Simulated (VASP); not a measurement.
# ZrS2 (P-3m1) in VASP: a series of runs

ZrS2 is run at these levels: PBE-based screened hybrid with 5 % exact exchange, PBE-based screened hybrid with 30 % exact exchange, HSE06, PBE-based screened hybrid with 10 % exact exchange; tasks: single point.

Program: VASP 6.6.1. These are calculated values, not measurements. Logs are shortened: lines on timing, memory, paths and dates and some standing lists are left out, and cuts for length are marked.

**1. The cell of the first run**

Symmetry: P-3m1, No. 164, trigonal system. Conventional cell: a = 3.674 Å, b = 3.674 Å, c = 5.857 Å, α = 90.00°, β = 90.00°, γ = 120.00°. Within 3.4 Å of Zr (site symmetry -3m) lie 6 S at 2.57 Å. Within 3.4 Å of S (site symmetry 3m) lie 3 Zr at 2.57 Å.

**2. Single point, PBE-based screened hybrid with 5 % exact exchange**

Contents of POSCAR:

```
ZrS2
1.0
    3.6743990828      0.0000000000      0.0000000000
   -1.8371995414      3.1821229494      0.0000000000
    0.0000000000      0.0000000000      5.8568562426
Zr S
1 2
Direct
    0.0000000000      0.0000000000      0.0000000000
    0.3333333333      0.6666666667      0.2462324613
    0.6666666667      0.3333333333      0.7537675387
```

Contents of INCAR.step1:

```
SYSTEM = ZrS2
PREC = Accurate
ENCUT = 400
EDIFF = 1E-5
ISMEAR = 0
SIGMA = 0.01
LREAL = .FALSE.
LASPH = .TRUE.
NELM = 120
ALGO = Normal
ISIF = 2
LWAVE = .TRUE.
LCHARG = .FALSE.
GGA = PE
NBANDS = 19
GGA_COMPAT = .FALSE.
```

Contents of INCAR.step2:

```
SYSTEM = ZrS2
PREC = Accurate
ENCUT = 400
EDIFF = 1E-6
ISMEAR = 0
SIGMA = 0.01
LREAL = .FALSE.
LASPH = .TRUE.
NELM = 120
ALGO = Normal
ISIF = 2
LWAVE = .FALSE.
LCHARG = .FALSE.
GGA = PE
LHFCALC = .TRUE.
AEXX = 0.05
HFSCREEN = 0.3
PRECFOCK = Normal
ISTART = 1
NBANDS = 19
GGA_COMPAT = .FALSE.
```

Contents of KPOINTS:

```
Automatic mesh
0
G
  6 6 2
  0 0 0
```

Potentials or basis: VASP PAW PBE potentials, release 64 (Zr_sv, S).

Started as:

```
> cat potpaw_PBE.64/Zr_sv/POTCAR potpaw_PBE.64/S/POTCAR > POTCAR
> cp INCAR.step1 INCAR
> mpirun -np 1 vasp_std > vasp.out
> cp INCAR.step2 INCAR
> mpirun -np 1 vasp_std > vasp.out
```

OUTCAR:

```text
SYSTEM = ZrS2
   PREC = Accurate
   ENCUT = 400
   EDIFF = 1E-6
   ISMEAR = 0
   LREAL = .FALSE.
   LASPH = .TRUE.
   NELM = 120
   ISIF = 2
   GGA = PE
   LHFCALC = .TRUE.
   AEXX = 0.05
   HFSCREEN = 0.3
   PRECFOCK = Normal
   ISTART = 1

 ion  position               nearest neighbor table
   1  0.000  0.000  0.000-   3 2.57   2 2.57   3 2.57   2 2.57   3 2.57   2 2.57
   2  0.333  0.667  0.246-   1 2.57   1 2.57   1 2.57
   3  0.667  0.333  0.754-   1 2.57   1 2.57   1 2.57

  LATTYP: Found a hexagonal cell.
 ALAT       =     3.6743990828
 C/A-ratio  =     1.5939630156

  Lattice vectors:

 A1 = (   3.6743990828,   0.0000000000,   0.0000000000)
 A2 = (  -1.8371995414,   3.1821229494,   0.0000000000)
 A3 = (   0.0000000000,   0.0000000000,   5.8568562426)

Analysis of symmetry for initial positions (statically):
=====================================================================
 Subroutine PRICEL returns:
 Original cell was already a primitive cell.

 Routine SETGRP: Setting up the symmetry group for a
 hexagonal supercell.

 Subroutine GETGRP returns: Found 12 space group operations
 (whereof 12 operations were pure point group operations)
 out of a pool of 24 trial point group operations.

The static configuration has the point symmetry D_3d.

Analysis of symmetry for dynamics (positions and initial velocities):
=====================================================================
 Subroutine PRICEL returns:
 Original cell was already a primitive cell.

 Routine SETGRP: Setting up the symmetry group for a
 hexagonal supercell.

 Subroutine GETGRP returns: Found 12 space group operations
 (whereof 12 operations were pure point group operations)
 out of a pool of 24 trial point group operations.

The dynamic configuration has the point symmetry D_3d.

 Subroutine INISYM returns: Found 12 space group operations
 (whereof 12 operations are pure point group operations),
 and found     1 'primitive' translations

----------------------------------------------------------------------------------------

                                     Primitive cell

  volume of cell :      68.4806

  direct lattice vectors                    reciprocal lattice vectors
     3.674399083  0.000000000  0.000000000     0.272153345  0.157127807  0.000000000
    -1.837199541  3.182122949  0.000000000     0.000000000  0.314255614  0.000000000
     0.000000000  0.000000000  5.856856243     0.000000000  0.000000000  0.170740062

  length of vectors
     3.674399083  3.674399083  5.856856243     0.314255614  0.314255614  0.170740062

  position of ions in fractional coordinates (direct lattice)
     0.000000000  0.000000000  0.000000000
     0.333333333  0.666666667  0.246232461
     0.666666667  0.333333333  0.753767539

  ion indices of the primitive-cell ions
   primitive index   ion index
                 1           1
                 2           2
                 3           3

----------------------------------------------------------------------------------------

 KPOINTS: Automatic mesh

Automatic generation of k-mesh.
 Grid dimensions read from file:
 generate k-points for:    6    6    2

 Generating k-lattice:

  Cartesian coordinates                     Fractional coordinates (reciprocal lattice)
     0.045358891  0.026187968  0.000000000     0.166666667 -0.000000000  0.000000000
     0.000000000  0.052375936  0.000000000     0.000000000  0.166666667  0.000000000
     0.000000000  0.000000000  0.085370031     0.000000000  0.000000000  0.500000000

  Length of vectors
     0.052375936  0.052375936  0.085370031

  Shift w.r.t. Gamma in fractional coordinates (k-lattice)
     0.000000000  0.000000000  0.000000000

 Subroutine IBZKPT returns following result:
 ===========================================

 Found     14 irreducible k-points:

 Following reciprocal coordinates:
            Coordinates               Weight
  0.000000  0.000000  0.000000      1.000000
  0.166667  0.000000  0.000000      6.000000
  0.333333  0.000000  0.000000      6.000000
  0.500000 -0.000000  0.000000      3.000000
  0.166667  0.166667  0.000000      6.000000
  0.333333  0.166667  0.000000     12.000000
  0.333333  0.333333  0.000000      2.000000
  0.000000  0.000000  0.500000      1.000000
  0.166667  0.000000  0.500000      6.000000
  0.333333  0.000000  0.500000      6.000000
  0.500000 -0.000000  0.500000      3.000000
  0.166667  0.166667  0.500000      6.000000
  0.333333  0.166667  0.500000     12.000000
  0.333333  0.333333  0.500000      2.000000
   k-points           NKPTS =     14   k-points in BZ     NKDIM =     72   number of bands    NBANDS=     19
   number of dos      NEDOS =    301   number of ions     NIONS =      3
   total plane-waves  NPLWV =  23040
   dimension x,y,z NGX =    24 NGY =   24 NGZ =   40
   dimension x,y,z NGXF=    48 NGYF=   48 NGZF=   80
   ions per type =               1   2
   NGX,Y,Z   is equivalent  to a cutoff of  10.86, 10.86, 11.35 a.u.
   NGXF,Y,Z  is equivalent  to a cutoff of  21.72, 21.72, 22.71 a.u.
 SYSTEM =  ZrS2
   PREC   = accura    normal or accurate (medium, high low for compatibility)
   ISTART =      1    job   : 0-new  1-cont  2-samecut
   ICHARG =      0    charge: 1-file 2-atom 10-const
   ISPIN  =      1    spin polarized calculation?
   LNONCOLLINEAR =      F non collinear calculations
   LSORBIT =      F    spin-orbit coupling
   LASPH  =      T    aspherical Exc in radial PAW
   ENCUT  =  400.0 eV  29.40 Ry    5.42 a.u.   5.99  5.99  9.55*2*pi/ulx,y,z
   NELM   =    120;   NELMIN=  2; NELMDL=  0     # of ELM steps
   EDIFF  = 0.1E-05   stopping-criterion for ELM
   LREAL  =      F    real-space projection
   EDIFFG = 0.1E-04   stopping-criterion for IOM
   NSW    =      0    number of steps for IOM
   IBRION =     -1    ionic relax: 0-MD 1-quasi-New 2-CG
   NFREE  =      0    steps in history (QN), initial steepest desc. (CG)
   ISIF   =      2    stress and relaxation
   ISYM   =      3    0-nonsym 1-usesym 2-fastsym
   POTIM  = 0.5000    time-step for ionic-motion
   TEBEG  =    0.0;   TEEND  =   0.0 temperature during run
   PSTRESS=    0.0 pullay stress
   NELECT =      24.0000    total number of electrons
   NUPDOWN=      -1.0000    fix difference up-down
   EMIN   =  10.00;   EMAX   =-10.00  energy-range for DOS
   EFERMI =   0.00;   METHOD = LEGACY
   ISMEAR =     0;   SIGMA  =   0.01  broadening in eV -4-tet -1-fermi 0-gaus
   EFERMI_NEDOS =   21; number of points for ismear=-14 and -15
   IALGO  =     38    algorithm
   IMIX   =      1    mixing-type and parameters
     AMIX     =   0.40;   BMIX     =  1.00
     AMIX_MAG =   1.60;   BMIX_MAG =  1.00
  volume/ion in A,a.u.               =      22.83       154.04
  Fermi-wavevector in a.u.,A,eV,Ry     =   1.154222  2.181163 18.126064  1.332228
  Thomas-Fermi vector in A             =   2.290860
   LORBIT       =      0    0 simple, 1 ext, 2 COOP (PROOUT), +10 PAW based schemes
   GGA     = PE    functional components
   LHFCALC =     T    Hartree Fock is set to
   PRECFOCK=normal    Normal, Fast or Accurate (Low or Medium for compatibility)
   ENCUT4O =  -1.0   cutoff for four orbital integrals eV
   NKREDX  =     1    reduce k-point grid by
   NKREDY  =     1    reduce k-point grid by
   NKREDZ  =     1    reduce k-point grid by
   AEXX    =    0.0500 exact exchange contribution
   HFSCREEN=    0.3000 screening length (either q_TF or 0.3 A-1)
   HFSCREENC=   0.3000 screening length for correlation (either q_TF or 0.3 A-1)
   ENCUTFOCK=  -1.0 apply spherical cutoff to Coloumb kernel
   IVDW    =     0    specifies the selected vdW correction
   LEPSILON=     F    determine dielectric tensor
   LRPA    =     F    only Hartree local field effects (RPA)
 non-spin polarized calculation
 Gauss-broadening in eV      SIGMA  =   0.01
  energy-cutoff  :      400.00
  volume of cell :       68.48
 maximum number of plane-waves:      1254
 NGX is ok and might be reduce to    24
  NGX = 18; NGY = 18; NGZ = 30

 number of electron      24.0000004 magnetization

 Free energy of the ion-electron system (eV)
  ---------------------------------------------------
  ext. energy  EPLUGINS =         0.00000000
  ---------------------------------------------------
  free energy    TOTEN  =       -22.03375339 eV

  energy without entropy =      -22.03375339  energy(sigma->0) =      -22.03375339

 E-fermi :   4.6226     XC(G=0):  -9.2659

 val. band max:        4.5749236377   @ k =   0.0000   0.0000   0.0000
 cond. band min:       5.5702376574   @ k =   0.5000  -0.0000   0.5000
 fundamental gap:      0.9953140198
 Fermi energy:         4.6225553826

 k-point     1 :       0.0000    0.0000    0.0000
  band No.  band energies     occupation
      1     -45.1530      2.00000
      2     -22.9447      2.00000
      3     -22.7824      2.00000
      4     -22.7824      2.00000
      5      -8.4373      2.00000
      6      -6.9052      2.00000
[... 11 lines left out ...]
     18      10.4394      0.00000
     19      10.5421      0.00000

 k-point     2 :       0.1667    0.0000    0.0000
  band No.  band energies     occupation
      1     -45.1482      2.00000
      2     -22.9302      2.00000
      3     -22.8506      2.00000
      4     -22.7970      2.00000
      5      -8.1584      2.00000
      6      -6.9796      2.00000
[... 11 lines left out ...]
     18      11.5927      0.00000
     19      12.1050      0.00000

 k-point     3 :       0.3333    0.0000    0.0000
  band No.  band energies     occupation
      1     -45.1386      2.00000
      2     -22.9847      2.00000
      3     -22.9000      2.00000
      4     -22.8261      2.00000
      5      -7.5775      2.00000
      6      -7.0842      2.00000
[... 11 lines left out ...]
     18      12.2169      0.00000
     19      12.9269      0.00000

 k-point     4 :       0.5000   -0.0000    0.0000
  band No.  band energies     occupation
      1     -45.1338      2.00000
      2     -23.0497      2.00000
      3     -22.8853      2.00000
      4     -22.8406      2.00000
      5      -7.3967      2.00000
      6      -6.9753      2.00000
[... 11 lines left out ...]
     18      11.3962      0.00000
     19      12.7747      0.00000

 k-point     5 :       0.1667    0.1667    0.0000
  band No.  band energies     occupation
      1     -45.1410      2.00000
      2     -22.9380      2.00000
      3     -22.9086      2.00000
      4     -22.8318      2.00000
      5      -7.7091      2.00000
      6      -7.0824      2.00000
[... 11 lines left out ...]
     18      13.0404      0.00000
     19      13.5276      0.00000
[... 114 lines left out ...]
      2     -23.0496      2.00000
      3     -22.8856      2.00000
      4     -22.8406      2.00000
      5      -7.4917      2.00000
      6      -6.8519      2.00000
[... 11 lines left out ...]
     18      11.1060      0.00000
     19      11.9970      0.00000

 k-point    12 :       0.1667    0.1667    0.5000
  band No.  band energies     occupation
      1     -45.1410      2.00000
      2     -22.9379      2.00000
      3     -22.9089      2.00000
      4     -22.8318      2.00000
      5      -7.4808      2.00000
      6      -7.3332      2.00000
[... 11 lines left out ...]
     18      13.1038      0.00000
     19      13.1935      0.00000

 k-point    13 :       0.3333    0.1667    0.5000
  band No.  band energies     occupation
      1     -45.1338      2.00000
      2     -23.0146      2.00000
      3     -22.8872      2.00000
      4     -22.8753      2.00000
      5      -7.3585      2.00000
      6      -7.0082      2.00000
[... 11 lines left out ...]
     18      11.8008      0.00000
     19      12.7166      0.00000

 k-point    14 :       0.3333    0.3333    0.5000
  band No.  band energies     occupation
      1     -45.1314      2.00000
      2     -22.9660      2.00000
      3     -22.9660      2.00000
      4     -22.8789      2.00000
      5      -7.1145      2.00000
      6      -7.1145      2.00000
[... 11 lines left out ...]
     18      12.9071      0.00000
     19      13.3501      0.00000

------------------------ aborting loop because EDIFF is reached ----------------------------------------

  FORCE on cell =-STRESS in cart. coord.  units (eV):
  Direction    XX          YY          ZZ          XY          YZ          ZX
  --------------------------------------------------------------------------------------
  -------------------------------------------------------------------------------------
  Total        0.3418525      0.3418525      0.7158447      0.0000000      0.0000000      0.0000000
  in kB        7.9980016      7.9980016     16.7479452      0.0000000      0.0000000      0.0000000
  external PRESSURE =      10.9146495 kB  Pullay stress =       0.0000000 kB

 VOLUME and BASIS-vectors are now :
 -----------------------------------------------------------------------------
  energy-cutoff  :      400.00
  volume of cell :       68.48
      direct lattice vectors                 reciprocal lattice vectors
     3.674399083  0.000000000  0.000000000     0.272153345  0.157127807  0.000000000
    -1.837199541  3.182122949  0.000000000     0.000000000  0.314255614  0.000000000
     0.000000000  0.000000000  5.856856243     0.000000000  0.000000000  0.170740062

 POSITION                                       TOTAL-FORCE (eV/Angst)
 -----------------------------------------------------------------------------------
      0.00000      0.00000      0.00000         0.000000      0.000000      0.000000
     -0.00000      2.12142      1.44215        -0.000000     -0.000000     -0.010089
      1.83720      1.06071      4.41471         0.000000      0.000000      0.010089
 -----------------------------------------------------------------------------------
    total drift:                                0.000000     -0.000000     -0.000000

  FREE ENERGIE OF THE ION-ELECTRON SYSTEM (eV)
  ---------------------------------------------------
  free  energy   TOTEN  =       -22.0337533917 eV

  energy  without entropy=      -22.0337533917  energy(sigma->0) =      -22.03375339
```

Wall time 12 min (1 thread of Intel Xeon Platinum 8488C (Sapphire Rapids), shared host); peak memory 0.26 GiB.

Results:

| Quantity | Value |
| --- | --- |
| Free energy | -22.0338 eV |
| Pressure | 1.1 GPa |
| Largest force | 0.010 eV/Å |
| Band gap on the k mesh | 1.00 eV (least direct gap 1.63 eV) |

Forces on the atoms (eV/Å):
```
Zr   0.000  0.000  0.000
S    0.000  0.000 -0.010
S    0.000  0.000  0.010
```

Levels at points of the mesh, in eV from the valence-band top:
```tsv
k point	band 9	band 10	band 11	band 12	band 13	band 14	band 15	band 16
(0.00, 0.00, 0.00)	-2.93	-0.17	-0.17	0.00	1.63	1.63	2.46	5.00
(0.50, 0.00, 0.00)	-2.59	-2.56	-1.93	-1.34	1.17	3.36	3.64	5.83
(0.00, 0.00, 0.50)	-2.89	-1.85	-0.32	-0.32	1.59	1.59	2.79	5.41
(0.50, 0.00, 0.50)	-2.76	-2.36	-1.06	-0.83	1.00	3.34	3.64	5.31
```

Caveat: the k points lie up to 0.54 Å⁻¹ apart; the PAW data sets were made with another functional, which shifts forces and pressure a little. A k mesh can miss the band edges.

**3. Single point, PBE-based screened hybrid with 30 % exact exchange**

POSCAR is that of step 2.

Contents of INCAR.step1:

```
SYSTEM = ZrS2
  ALGO = Normal
  EDIFF = 1E-5
  ENCUT = 400
  GGA = PE
  GGA_COMPAT = .FALSE.
  ISIF = 2
  ISMEAR = 0
  LASPH = .TRUE.
  LCHARG = .FALSE.
  LREAL = .FALSE.
  LWAVE = .TRUE.
  NBANDS = 19
  NELM = 120
  PREC = Accurate
  SIGMA = 0.01
```

Contents of INCAR.step2:

```
SYSTEM = ZrS2
  AEXX = 0.3
  ALGO = Normal
  EDIFF = 1E-6
  ENCUT = 400
  GGA = PE
  GGA_COMPAT = .FALSE.
  HFSCREEN = 0.2078
  ISIF = 2
  ISMEAR = 0
  ISTART = 1
  LASPH = .TRUE.
  LCHARG = .FALSE.
  LHFCALC = .TRUE.
  LREAL = .FALSE.
  LWAVE = .FALSE.
  NBANDS = 19
  NELM = 120
  PREC = Accurate
  PRECFOCK = Normal
  SIGMA = 0.01
```

Contents of KPOINTS:

```
k-points
0
G
  6 6 2
  0 0 0
```

Potentials or basis: VASP PAW PBE potentials, release 64 (Zr_sv, S).

Started as:

```
> cat potpaw_PBE.64/Zr_sv/POTCAR potpaw_PBE.64/S/POTCAR > POTCAR
> cp INCAR.step1 INCAR
> mpirun -np 1 vasp_std > vasp.out
> cp INCAR.step2 INCAR
> mpirun -np 1 vasp_std > vasp.out
```

Wall time 15 min (1 thread of Intel Xeon Platinum 8488C (Sapphire Rapids), shared host); peak memory 0.26 GiB.

The run converged. Its results:

* Free energy: -26.2428 eV
* Pressure: -0.2 GPa
* Largest force: 0.229 eV/Å
* Band gap on the k mesh: 1.85 eV (least direct gap 2.58 eV)

Forces on the atoms (eV/Å):
```
Zr   0.000  0.000  0.000
S    0.000  0.000 -0.229
S    0.000  0.000  0.229
```

Stress tensor (GPa, compression positive):
```
-0.44  0.00  0.00
 0.00 -0.44  0.00
 0.00  0.00  0.19
```

Levels at points of the mesh, in eV from the valence-band top:
```csv
k point,band 9,band 10,band 11,band 12,band 13,band 14,band 15,band 16
"(0.00, 0.00, 0.00)",-3.26,-0.19,-0.19,0.00,2.58,2.58,3.51,6.05
"(0.50, 0.00, 0.00)",-2.88,-2.78,-2.15,-1.52,2.01,4.51,4.81,7.01
"(0.00, 0.00, 0.50)",-3.21,-2.00,-0.34,-0.34,2.54,2.54,3.85,6.50
"(0.50, 0.00, 0.50)",-3.07,-2.60,-1.22,-0.95,1.85,4.49,4.82,6.44
```

Caveat: the k points lie up to 0.54 Å⁻¹ apart; the PAW data sets were made with another functional, which shifts forces and pressure a little.

(Continued in part 2 of 2.)
